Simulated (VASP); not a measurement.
Here is a VASP 6.6.1 calculation.

The input INCAR:

```
SYSTEM = AlNi3
ALGO = Normal ; EDIFF = 1E-6
ENCUT = 590 ; GGA = PS
GGA_COMPAT = .False. ; ISIF = 2
ISMEAR = 0 ; LASPH = .True.
LCHARG = .False. ; LREAL = .False.
LWAVE = .False. ; NBANDS = 36
NELM = 120 ; PREC = Accurate
SIGMA = 0.1
```

The input KPOINTS:

```
k-points
0
Gamma
  1 1 1
  0 0 0
```

POSCAR

```
AlNi3
1.0
    0.0000000000      2.8175098961      2.8175098961
    2.8175098961      0.0000000000      2.8175098961
    2.8175098961      2.8175098961      0.0000000000
Al Ni
1 3
Direct
    0.5000000000      0.5000000000      0.5000000000
    0.2500000000      0.2500000000      0.2500000000
    0.0000000000      0.0000000000      0.0000000000
    0.7500000000      0.7500000000      0.7500000000
```

Potentials or basis: VASP PAW PBE potentials, release 64 (Al, Ni_sv_GW).

Command:

```bash
$ cat potpaw_PBE.64/Al/POTCAR potpaw_PBE.64/Ni_sv_GW/POTCAR > POTCAR
$ mpirun -np 1 vasp_gam > vasp.out
```

**Question.** What does it give for the pressure?

**Answer.** -2.7 GPa.

Caveat: the k points lie up to 1.93 Å⁻¹ apart; the PAW data sets were made with another functional, which shifts forces and pressure a little. Spin polarisation is off, so any magnetic state and its effect on volume and gap are missing.
